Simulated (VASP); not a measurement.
Runs of VASP 6.6.1 on Mg2ZnN2. The structure is that of space group I4/mmm (No. 139), or close to it. The cells are those of the table. 

```tsv
task	cell	k mesh	cutoff (eV)	smearing	gap on the mesh (eV)	pressure (GPa)	largest force (eV/Å)
relaxation of cell and atoms	relaxed from a = 6.521 Å, angles 152.0, 152.0, 40.1°, 5 atoms	12 × 12 × 12	600	gaussian 0.02 eV	0.49	0.0	-
single point	a = 6.517 Å, angles 152.0, 152.0, 40.1°, 5 atoms	12 × 12 × 12	520	gaussian 0.02 eV	0.52	0.0	0.13
single point	a = 5.936 Å, angles 146.3, 146.3, 48.4°, 5 atoms	8 × 8 × 8	520	gaussian 0.1 eV	0.70	24.5	(a)
single point	a = 6.517 Å, angles 152.0, 152.0, 40.1°, 5 atoms	16 × 16 × 16	520	gaussian 0.02 eV	0.49	0.0	0.13
```

Alike in all rows: level PBE; potentials or basis VASP PAW PBE potentials, release 64 (Mg, Zn, N); no spin polarisation.

**Question.** Fill in the values left out.

**Answer.** (a) 13.15.

Caveats: forces of over 1 eV/Å act on the atoms, so gaps and moduli don't describe the material at rest (some runs).

A k mesh can miss the band edges.
